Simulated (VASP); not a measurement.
# BaH4 (C2/m) in VASP: notebook, part 2 of 2

VASP 6.6.1. Earlier steps stand in the parts before.

### Step 5. Single point, PBE (12.47 Å³/atom)

This run uses another cell than the first one, of 12.47 Å³/atom.

File INCAR:

```
  PREC = Accurate
  ENCUT = 520
  EDIFF = 1E-7
  ISMEAR = 0
  SIGMA = 0.02
  LREAL = F
  LASPH = T
  NELM = 80
  ALGO = Normal
  ISIF = 2
  LWAVE = F
  LCHARG = F
  GGA = PE
  NBANDS = 15
```

File KPOINTS:

```
Automatic mesh
0
Gamma
  6 6 6
```

File POSCAR:

```
BaH4
1.0
    3.7374541351     -2.2630194093      0.0001944625
    3.7374541351      2.2630194093      0.0001944625
   -2.3320829766      0.0000000000      3.6846566991
Ba H
1 4
Direct
    0.0000000000      0.0000000000      0.5000000000
    0.7405207054      0.7405207054      0.7609666428
    0.2594792946      0.2594792946      0.2390333572
    0.5386090706      0.5386090706      0.9668021020
    0.4613909294      0.4613909294      0.0331978980
```

Potentials or basis: VASP PAW PBE potentials, release 64 (Ba_sv, H).

Launch:

```sh
$ cat potpaw_PBE.64/Ba_sv/POTCAR potpaw_PBE.64/H/POTCAR > POTCAR
$ mpirun -np 1 vasp_std > vasp.out
```

OUTCAR:

```text
PREC = Accurate
   ENCUT = 520
   EDIFF = 1E-7
   ISMEAR = 0
   LREAL = F
   LASPH = T
   NELM = 80
   ISIF = 2
   GGA = PE

 ion  position               nearest neighbor table
   1  0.000  0.000  0.500-   2 2.72   3 2.72   2 2.73   2 2.73   3 2.73   3 2.73   3 2.73   2 2.73

   2  0.741  0.741  0.761-   1 2.72   1 2.73   1 2.73   1 2.73
   3  0.259  0.259  0.239-   1 2.72   1 2.73   1 2.73   1 2.73
   4  0.539  0.539  0.967-   5 0.77
   5  0.461  0.461  0.033-   4 0.77

  LATTYP: Found a base centered monoclinic cell.
 ALAT       =     7.4749082803
 B/A-ratio  =     0.6054975725
 C/A-ratio  =     0.5833722830
 COS(beta)  =    -0.5347571931

  Lattice vectors:

 A1 = (   3.7374541351,  -2.2630194093,   0.0001944625)
 A2 = (   3.7374541351,   2.2630194093,   0.0001944625)
 A3 = (  -2.3320829766,   0.0000000000,   3.6846566991)

Analysis of symmetry for initial positions (statically):
=====================================================================
 Subroutine PRICEL returns:
 Original cell was already a primitive cell.
[... 185 lines left out ...]
      1     -26.0814      2.00000
      2     -11.0683      2.00000
      3     -11.0683      2.00000
      4     -11.0392      2.00000
      5      -7.0815      2.00000
      6      -0.9303      2.00000
      7       0.6464      2.00000
      8       3.7919      0.00000
      9       3.8211      0.00000
     10       4.2816      0.00000
     11       5.8280      0.00000
     12       5.8904      0.00000
     13       6.3213      0.00000
     14       8.8164      0.00000
[... 401 lines left out ...]
      2     -11.5125      2.00000
      3     -11.1617      2.00000
      4     -11.1548      2.00000
      5      -6.4796      2.00000
      6      -1.0162      2.00000
      7      -0.6135      2.00000
      8       4.1185      0.00000
      9       4.2890      0.00000
     10       5.1379      0.00000
     11       6.4536      0.00000
     12       6.8455      0.00000
     13       8.4288      0.00000
     14       9.5200      0.00000
     15      10.3005      0.00000

 [... further k-points ...]
[... 5 lines left out ...]
  --------------------------------------------------------------------------------------
  -------------------------------------------------------------------------------------
  Total        0.5120855      0.5283738      0.5216287      0.0000000      0.0000000     -0.0041950
  in kB       13.1627777     13.5814580     13.4080808      0.0000000      0.0000000     -0.1078295
  external PRESSURE =      13.3841055 kB  Pullay stress =       0.0000000 kB

 VOLUME and BASIS-vectors are now :
 -----------------------------------------------------------------------------
  energy-cutoff  :      520.00
  volume of cell :       62.33
      direct lattice vectors                 reciprocal lattice vectors
     3.737454135 -2.263019409  0.000194462     0.133776500 -0.220943752  0.084669462
     3.737454135  2.263019409  0.000194462     0.133776500  0.220943752  0.084669462
    -2.332082977  0.000000000  3.684656699    -0.000014120  0.000000000  0.271386767

 POSITION                                       TOTAL-FORCE (eV/Angst)
 -----------------------------------------------------------------------------------
     -1.16604      0.00000      1.84233        -0.000000      0.000000     -0.000000
      3.76069      0.00000      2.80419         0.002251      0.000000     -0.003563
      1.38214      0.00000      0.88086        -0.002251      0.000000      0.003563
      1.77139      0.00000      3.56254        -0.018651      0.000000      0.002396
      3.37143      0.00000      0.12250         0.018651      0.000000     -0.002396
 -----------------------------------------------------------------------------------
    total drift:                               -0.000000     -0.000000     -0.000000

  FREE ENERGIE OF THE ION-ELECTRON SYSTEM (eV)
  ---------------------------------------------------
  free  energy   TOTEN  =       -16.7743463480 eV

  energy  without entropy=      -16.7743463480  energy(sigma->0) =      -16.77434635
```

OSZICAR:

```text
N       E                     dE             d eps       ncg     rms          rms(c)
DAV:   1     0.581852604400E+02    0.58185E+02   -0.60292E+03  2040   0.794E+02
DAV:   2    -0.143596161777E+02   -0.72545E+02   -0.67767E+02  3047   0.155E+02
DAV:   3    -0.176136637310E+02   -0.32540E+01   -0.32401E+01  2601   0.337E+01
DAV:   4    -0.176920836883E+02   -0.78420E-01   -0.78411E-01  2777   0.356E+00
DAV:   5    -0.176923379146E+02   -0.25423E-03   -0.25423E-03  2582   0.226E-01    0.659E+00
DAV:   6    -0.169597056193E+02    0.73263E+00   -0.33296E-01  2495   0.339E+00    0.366E+00
DAV:   7    -0.167631423068E+02    0.19656E+00   -0.52805E-01  2579   0.419E+00    0.815E-01
DAV:   8    -0.167739429526E+02   -0.10801E-01   -0.54962E-02  2145   0.141E+00    0.308E-01
DAV:   9    -0.167742594097E+02   -0.31646E-03   -0.28704E-03  2509   0.383E-01    0.174E-01
DAV:  10    -0.167743562333E+02   -0.96824E-04   -0.11399E-03  2222   0.237E-01    0.526E-02
DAV:  11    -0.167743473259E+02    0.89074E-05   -0.85005E-05  2593   0.522E-02    0.145E-02
DAV:  12    -0.167743485910E+02   -0.12651E-05   -0.12178E-05  2446   0.247E-02    0.113E-02
DAV:  13    -0.167743463001E+02    0.22909E-05   -0.49816E-06  2390   0.153E-02    0.962E-04
DAV:  14    -0.167743464389E+02   -0.13879E-06   -0.80165E-07  2547   0.486E-03    0.131E-03
DAV:  15    -0.167743463480E+02    0.90862E-07   -0.46544E-08  1241   0.155E-03
   1 F= -.16774346E+02 E0= -.16774346E+02  d E =-.257267E-14
```

stdout:

```text
POSCAR found type information on POSCAR BaH
 POSCAR found :  2 types and       5 ions
 scaLAPACK will be used
 LDA part: xc-table for (Slater+PW92), standard interpolation
 POSCAR, INCAR and KPOINTS ok, starting setup
 FFT: planning ... GRIDC
 FFT: planning ... GRID_SOFT
 FFT: planning ... GRID
 WAVECAR not read
 entering main loop
```

It took 44 s on 1 thread of Intel Xeon Platinum 8259CL at 2.50GHz (Skylake/Cascade Lake), shared host; peak memory 0.21 GiB.

What came out:

```
Free energy            : -16.7743 eV
Pressure               : 1.3 GPa
Largest force          : 0.019 eV/Å
Band gap on the k mesh : 2.46 eV (least direct gap 2.81 eV)
```

Forces in eV/Å, atoms in the order of the input:
```
Ba   0.000  0.000  0.000
H    0.002  0.000 -0.004
H   -0.002  0.000  0.004
H   -0.019  0.000  0.002
H    0.019  0.000 -0.002
```

Caveat: spin-orbit coupling is left out, which moves the levels of the heavy elements. A k mesh can miss the band edges.

### Step 6. Overview

| cell | gap on the mesh (eV) | pressure (GPa) | largest force (eV/Å) |
| --- | --- | --- | --- |
| a = 4.219, b = 4.219, c = 4.217 Å, angles 117.0, 117.0, 62.9°, 5 atoms, atomic positions A | 2.46 | 5.3 | 0.02 |
| a = 4.269, b = 4.269, c = 4.265 Å, angles 117.1, 117.1, 62.7°, 5 atoms, atomic positions B | 2.47 | 3.7 | 0.02 |
| a = 4.323, b = 4.323, c = 4.315 Å, angles 117.2, 117.2, 62.4°, 5 atoms, atomic positions C | 2.44 | 2.5 | 0.02 |
| a = 4.369, b = 4.369, c = 4.361 Å, angles 117.2, 117.2, 62.4°, 5 atoms, atomic positions D | 2.46 | 1.3 | 0.02 |

Alike in all rows: task single point; level PBE; potentials or basis VASP PAW PBE potentials, release 64 (Ba_sv, H); no spin polarisation; k mesh 6 × 6 × 6; cutoff (eV) 520; smearing gaussian 0.02 eV.

Caveats: spin-orbit coupling is left out, which moves the levels of the heavy elements; the cell stands under pressure (at least some runs).

Absolute energies hang on the potentials; compare differences alone.
